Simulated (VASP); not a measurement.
# CuO (C2/c) in VASP: further runs, part 3 of 3

VASP 6.6.1. Earlier steps stand in the parts before.

### Step 5. Single point, PBE-based screened hybrid with 15 % exact exchange

POSCAR reads:

```
CuO
1.0
    2.3418500000     -1.7113000000      0.0000000000
    2.3418500000      1.7113000000      0.0000000000
   -0.8500274268      0.0000000000      5.0578693947
Cu O
2 2
Direct
    0.5000000000      0.0000000000      0.5000000000
    0.0000000000      0.5000000000      0.0000000000
    0.4184000000      0.5816000000      0.7500000000
    0.5816000000      0.4184000000      0.2500000000
```

INCAR.step1 reads:

```
SYSTEM = CuO
PREC = Accurate
ENCUT = 520
EDIFF = 1E-5
ISMEAR = -1
SIGMA = 0.05
LREAL = .False.
LASPH = .True.
NELM = 80
ALGO = Normal
ISIF = 2
LWAVE = .True.
LCHARG = .False.
GGA = PE
NBANDS = 25
LUSENCCL = .False.
```

INCAR.step2 reads:

```
SYSTEM = CuO
PREC = Accurate
ENCUT = 520
EDIFF = 1E-7
ISMEAR = -1
SIGMA = 0.05
LREAL = .False.
LASPH = .True.
NELM = 80
ALGO = Normal
ISIF = 2
LWAVE = .False.
LCHARG = .False.
GGA = PE
LHFCALC = .True.
AEXX = 0.15
HFSCREEN = 0.2078699
PRECFOCK = Normal
ISTART = 1
NBANDS = 25
LUSENCCL = .False.
```

KPOINTS reads:

```
Automatic mesh
0
Gamma
  6 6 3
  0 0 0
```

Potentials or basis: VASP PAW PBE potentials, release 64 (Cu, O).

On the command line:

```console
$ cat potpaw_PBE.64/Cu/POTCAR potpaw_PBE.64/O/POTCAR > POTCAR
$ cp INCAR.step1 INCAR
$ mpirun -np 1 vasp_std > vasp.out
$ cp INCAR.step2 INCAR
$ mpirun -np 1 vasp_std > vasp.out
```

OUTCAR:

```text
SYSTEM = CuO
   PREC = Accurate
   ENCUT = 520
   EDIFF = 1E-7
   ISMEAR = -1
   LREAL = .False.
   LASPH = .True.
   NELM = 80
   ISIF = 2
   GGA = PE
   LHFCALC = .True.
   AEXX = 0.15
   HFSCREEN = 0.2078699
   PRECFOCK = Normal
   ISTART = 1

 ion  position               nearest neighbor table
   1  0.500  0.000  0.500-   3 1.95   4 1.95   4 1.96   3 1.96
   2  0.000  0.500  0.000-   4 1.95   3 1.95   4 1.96   3 1.96
   3  0.418  0.582  0.750-   2 1.95   1 1.95   2 1.96   1 1.96
   4  0.582  0.418  0.250-   1 1.95   2 1.95   2 1.96   1 1.96

  LATTYP: Found a base centered monoclinic cell.
 ALAT       =     4.6837000000
 B/A-ratio  =     0.7307470589
 C/A-ratio  =     1.0950317057
 COS(beta)  =    -0.1657361228

  Lattice vectors:

 A1 = (   2.3418500000,  -1.7113000000,   0.0000000000)
 A2 = (   2.3418500000,   1.7113000000,   0.0000000000)
 A3 = (  -0.8500274268,   0.0000000000,   5.0578693947)

Analysis of symmetry for initial positions (statically):
=====================================================================
 Subroutine PRICEL returns:
 Original cell was already a primitive cell.

 Routine SETGRP: Setting up the symmetry group for a
 base centered monoclinic supercell.

 Subroutine GETGRP returns: Found  4 space group operations
 (whereof  2 operations were pure point group operations)
 out of a pool of  4 trial point group operations.

The static configuration has the point symmetry S_2 .
 The point group associated with its full space group is C_2h.

Analysis of symmetry for dynamics (positions and initial velocities):
=====================================================================
 Subroutine PRICEL returns:
 Original cell was already a primitive cell.

 Routine SETGRP: Setting up the symmetry group for a
 base centered monoclinic supercell.

 Subroutine GETGRP returns: Found  4 space group operations
 (whereof  2 operations were pure point group operations)
 out of a pool of  4 trial point group operations.

The dynamic configuration has the point symmetry S_2 .
 The point group associated with its full space group is C_2h.

 Subroutine INISYM returns: Found  4 space group operations
 (whereof  2 operations are pure point group operations),
 and found     1 'primitive' translations

----------------------------------------------------------------------------------------

                                     Primitive cell

  volume of cell :      40.5399

  direct lattice vectors                    reciprocal lattice vectors
     2.341850000 -1.711300000  0.000000000     0.213506416 -0.292175539  0.035881968
     2.341850000  1.711300000  0.000000000     0.213506416  0.292175539  0.035881968
    -0.850027427  0.000000000  5.057869395    -0.000000000  0.000000000  0.197711709

  length of vectors
     2.900484289  2.900484289  5.128800000     0.363646877  0.363646877  0.197711709

  position of ions in fractional coordinates (direct lattice)
     0.500000000  0.000000000  0.500000000
     0.000000000  0.500000000  0.000000000
     0.418400000  0.581600000  0.750000000
[... 40 lines left out ...]
  0.500000  0.000000  0.000000      2.000000
  0.166667  0.166667  0.000000      2.000000
  0.333333  0.166667  0.000000      4.000000
[... 16 lines left out ...]
 -0.333333  0.166667  0.333333      4.000000
 -0.166667  0.166667  0.333333      4.000000
 [... further k-points ...]
   k-points           NKPTS =     34   k-points in BZ     NKDIM =    108   number of bands    NBANDS=     25
   number of dos      NEDOS =    301   number of ions     NIONS =      4
   total plane-waves  NPLWV =  23040
   dimension x,y,z NGX =    24 NGY =   24 NGZ =   40
   dimension x,y,z NGXF=    48 NGYF=   48 NGZF=   80
   ions per type =               2   2
   NGX,Y,Z   is equivalent  to a cutoff of  13.76, 13.76, 12.97 a.u.
   NGXF,Y,Z  is equivalent  to a cutoff of  27.51, 27.51, 25.93 a.u.
 SYSTEM =  CuO
   PREC   = accura    normal or accurate (medium, high low for compatibility)
   ISTART =      1    job   : 0-new  1-cont  2-samecut
   ICHARG =      0    charge: 1-file 2-atom 10-const
   ISPIN  =      1    spin polarized calculation?
   LNONCOLLINEAR =      F non collinear calculations
   LSORBIT =      F    spin-orbit coupling
   LASPH  =      T    aspherical Exc in radial PAW
   ENCUT  =  520.0 eV  38.22 Ry    6.18 a.u.   5.39  5.39  9.54*2*pi/ulx,y,z
   NELM   =     80;   NELMIN=  2; NELMDL=  0     # of ELM steps
   EDIFF  = 0.1E-06   stopping-criterion for ELM
   LREAL  =      F    real-space projection
   EDIFFG = 0.1E-05   stopping-criterion for IOM
   NSW    =      0    number of steps for IOM
   IBRION =     -1    ionic relax: 0-MD 1-quasi-New 2-CG
   NFREE  =      0    steps in history (QN), initial steepest desc. (CG)
   ISIF   =      2    stress and relaxation
   ISYM   =      3    0-nonsym 1-usesym 2-fastsym
   POTIM  = 0.5000    time-step for ionic-motion
   TEBEG  =    0.0;   TEEND  =   0.0 temperature during run
   PSTRESS=    0.0 pullay stress
   NELECT =      34.0000    total number of electrons
   NUPDOWN=      -1.0000    fix difference up-down
   EMIN   =  10.00;   EMAX   =-10.00  energy-range for DOS
   EFERMI =   0.00;   METHOD = LEGACY
   ISMEAR =    -1;   SIGMA  =   0.05  broadening in eV -4-tet -1-fermi 0-gaus
   EFERMI_NEDOS =   21; number of points for ismear=-14 and -15
   IALGO  =     38    algorithm
   IMIX   =      1    mixing-type and parameters
     AMIX     =   0.40;   BMIX     =  1.00
     AMIX_MAG =   1.60;   BMIX_MAG =  1.00
  volume/ion in A,a.u.               =      10.13        68.39
  Fermi-wavevector in a.u.,A,eV,Ry     =   1.543856  2.917465 32.429379  2.383492
  Thomas-Fermi vector in A             =   2.649460
   LORBIT       =      0    0 simple, 1 ext, 2 COOP (PROOUT), +10 PAW based schemes
   GGA     = PE    functional components
   LHFCALC =     T    Hartree Fock is set to
   PRECFOCK=normal    Normal, Fast or Accurate (Low or Medium for compatibility)
   ENCUT4O =  -1.0   cutoff for four orbital integrals eV
   NKREDX  =     1    reduce k-point grid by
   NKREDY  =     1    reduce k-point grid by
   NKREDZ  =     1    reduce k-point grid by
   AEXX    =    0.1500 exact exchange contribution
   HFSCREEN=    0.2079 screening length (either q_TF or 0.3 A-1)
   HFSCREENC=   0.2079 screening length for correlation (either q_TF or 0.3 A-1)
   ENCUTFOCK=  -1.0 apply spherical cutoff to Coloumb kernel
   IVDW    =     0    specifies the selected vdW correction
   LEPSILON=     F    determine dielectric tensor
   LRPA    =     F    only Hartree local field effects (RPA)
 non-spin polarized calculation
  energy-cutoff  :      520.00
  volume of cell :       40.54
 maximum number of plane-waves:      1129
 NGX is ok and might be reduce to    24
  NGX = 18; NGY = 18; NGZ = 30

 number of electron      34.0000001 magnetization

 Free energy of the ion-electron system (eV)
  ---------------------------------------------------
  ext. energy  EPLUGINS =         0.00000000
  ---------------------------------------------------
  free energy    TOTEN  =       -21.46627670 eV

  energy without entropy =      -21.45130609  energy(sigma->0) =      -21.45879140

 E-fermi :   5.4657     XC(G=0): -10.5871

 val. band max:        5.3418236294   @ k =   0.3333   0.0000   0.0000
 cond. band min:       5.4670855418   @ k =   0.5000   0.0000   0.0000
 fundamental gap:      0.1252619124
 Fermi energy:         5.4657129994

 k-point     1 :       0.0000    0.0000    0.0000
  band No.  band energies     occupation
      1     -15.8814      2.00000
      2     -14.5193      2.00000
      3      -3.4071      2.00000
      4      -0.7587      2.00000
      5      -0.3937      2.00000
      6       1.2245      2.00000
[... 661 lines left out ...]
     24      20.2358      0.00000
     25      21.2458      0.00000

 [... further k-points ...]

------------------------ aborting loop because EDIFF is reached ----------------------------------------

  FORCE on cell =-STRESS in cart. coord.  units (eV):
  Direction    XX          YY          ZZ          XY          YZ          ZX
  --------------------------------------------------------------------------------------
  -------------------------------------------------------------------------------------
  Total        0.7991942      1.0283827      0.4925783      0.0000000      0.0000000     -0.2531129
  in kB       31.5849427     40.6426961     19.4671803      0.0000000      0.0000000    -10.0032723
  external PRESSURE =      30.5649397 kB  Pullay stress =       0.0000000 kB

 VOLUME and BASIS-vectors are now :
 -----------------------------------------------------------------------------
  energy-cutoff  :      520.00
  volume of cell :       40.54
      direct lattice vectors                 reciprocal lattice vectors
     2.341850000 -1.711300000  0.000000000     0.213506416 -0.292175539  0.035881968
     2.341850000  1.711300000  0.000000000     0.213506416  0.292175539  0.035881968
    -0.850027427  0.000000000  5.057869395    -0.000000000  0.000000000  0.197711709

 POSITION                                       TOTAL-FORCE (eV/Angst)
 -----------------------------------------------------------------------------------
      0.74591     -0.85565      2.52893         0.000000      0.000000      0.000000
      1.17092      0.85565      0.00000         0.000000      0.000000      0.000000
      1.70433      0.27928      3.79340         0.000000     -0.231355      0.000000
      2.12934     -0.27928      1.26447         0.000000      0.231355      0.000000
 -----------------------------------------------------------------------------------
    total drift:                                0.000013     -0.000010     -0.000009

  FREE ENERGIE OF THE ION-ELECTRON SYSTEM (eV)
  ---------------------------------------------------
  free  energy   TOTEN  =       -21.4662766992 eV

  energy  without entropy=      -21.4513060920  energy(sigma->0) =      -21.45879140
```

Wall time 19 min (1 × NVIDIA H100 80GB with 1 thread of AMD EPYC 7R13 (Zen 3), shared host); peak memory 1.2 GiB.

Results:

| Item | Value |
| --- | --- |
| Free energy | -21.4663 eV |
| Pressure | 3.1 GPa |
| Largest force | 0.231 eV/Å |
| Band gap on the k mesh | zero (bands 17 and 18 overlap by 0.61 eV) |

Forces on the atoms (eV/Å):
```
Cu   0.000  0.000  0.000
Cu   0.000  0.000  0.000
O    0.000 -0.231  0.000
O    0.000  0.231  0.000
```

Levels at points of the mesh, in eV from the Fermi level:
| k point | band 14 | band 15 | band 16 | band 17 | band 18 | band 19 | band 20 | band 21 |
| --- | --- | --- | --- | --- | --- | --- | --- | --- |
| (0.00, 0.00, 0.00) | -3.11 | -3.03 | -2.59 | 0.13 | 1.11 | 2.20 | 6.63 | 9.06 |
| (0.50, 0.00, 0.00) | -2.46 | -2.22 | -2.17 | 0.00 | 0.35 | 5.49 | 7.02 | 7.77 |
| (0.50, 0.50, 0.00) | -3.04 | -2.11 | -2.04 | -1.17 | 1.29 | 3.86 | 7.87 | 9.27 |

Caveat: the k points lie up to 0.41 Å⁻¹ apart, too coarse for converged energies and pressures of a metal; the PAW data sets were made with another functional, which shifts forces and pressure a little.

### Step 6. Single point, PBE-based screened hybrid with 25 % exact exchange

POSCAR is that of step 5.

INCAR.step1 reads:

```
SYSTEM = CuO
  PREC = Accurate
  ENCUT = 520
  EDIFF = 1E-5
  ISMEAR = -1
  SIGMA = 0.05
  LREAL = .False.
  LASPH = .True.
  NELM = 60
  ALGO = Normal
  ISIF = 2
  LWAVE = .True.
  LCHARG = .False.
  GGA = PE
  NBANDS = 25
  LUSENCCL = .False.
```

INCAR.step2 reads:

```
SYSTEM = CuO
  PREC = Accurate
  ENCUT = 520
  EDIFF = 1E-7
  ISMEAR = -1
  SIGMA = 0.05
  LREAL = .False.
  LASPH = .True.
  NELM = 60
  ALGO = Normal
  ISIF = 2
  LWAVE = .False.
  LCHARG = .False.
  GGA = PE
  LHFCALC = .True.
  AEXX = 0.25
  HFSCREEN = 0.2078699
  PRECFOCK = Normal
  ISTART = 1
  NBANDS = 25
  LUSENCCL = .False.
```

KPOINTS is that of step 5.

Potentials or basis: VASP PAW PBE potentials, release 64 (Cu, O).

On the command line:

```console
$ cat potpaw_PBE.64/Cu/POTCAR potpaw_PBE.64/O/POTCAR > POTCAR
$ cp INCAR.step1 INCAR
$ mpirun -np 1 vasp_std > vasp.out
$ cp INCAR.step2 INCAR
$ mpirun -np 1 vasp_std > vasp.out
```

It took 14 min on 1 × NVIDIA H100 80GB with 1 thread of AMD EPYC 7R13 (Zen 3), shared host; peak memory 1.2 GiB.

The run converged. Its results:

- Free energy: -22.8615 eV
- Pressure: 1.0 GPa
- Largest force: 0.230 eV/Å
- Band gap on the k mesh: zero (bands 17 and 18 overlap by 0.66 eV)

Forces in eV/Å, atoms in the order of the input:
```
Cu   0.000  0.000  0.000
Cu   0.000  0.000  0.000
O    0.000 -0.230  0.000
O    0.000  0.230  0.000
```

Stress tensor (GPa, compression positive):
```
 1.37  0.00 -0.83
 0.00  2.06  0.00
-0.83  0.00 -0.45
```

Levels at points of the mesh, in eV from the Fermi level:
```
           k point  band 13  band 14  band 15  band 16  band 17  band 18  band 19  band 20  band 21  band 22
(0.00, 0.00, 0.00)    -3.78    -3.76    -3.29    -3.23     0.05     1.24     2.52     7.00     9.63    14.72
(0.50, 0.00, 0.00)    -3.73    -3.07    -2.81    -2.62     0.00     0.41     5.88     7.47     8.29    12.50
(0.50, 0.50, 0.00)    -3.87    -3.71    -2.64    -2.47    -1.47     1.44     4.19     8.36     9.75    11.68
```

Caveat: the k points lie up to 0.41 Å⁻¹ apart, too coarse for converged energies and pressures of a metal; the PAW data sets were made with another functional, which shifts forces and pressure a little.

### Step 7. Summary

```csv
level,U,k mesh,grid for exact exchange (PRECFOCK),share of exact exchange,screening parameter,gap on the mesh (eV),pressure (GPa),largest force (eV/Å)
PBEsol+U,Cu d U = 3.0 eV,10 × 10 × 5,-,-,-,none,-4.4,0.30
PBEsol+U,Cu d U = 4.0 eV,10 × 10 × 5,-,-,-,none,-5.2,0.29
PBE-based screened hybrid with 10 % exact exchange,-,6 × 6 × 3,Normal,0.1,0.20787 1/Å,none,4.2,0.23
PBE-based screened hybrid with 15 % exact exchange,-,6 × 6 × 3,Normal,0.15,0.20787 1/Å,none,3.1,0.23
PBE-based screened hybrid with 25 % exact exchange,-,6 × 6 × 3,Normal,0.25,0.20787 1/Å,none,1.0,0.23
```

Alike in all rows: task single point; potentials or basis VASP PAW PBE potentials, release 64 (Cu, O); no spin polarisation; cell as given; cutoff (eV) 520; smearing fermi-dirac 0.05 eV.

Caveats: some runs use coarse meshes; the PAW data sets were made with another functional, which shifts forces and pressure a little; the cell stands under tension (at least some runs); U without spin polarisation on a metal has little footing (at least some runs).

Total energies depend on the potentials used, so only differences within one code and one set of settings carry meaning.
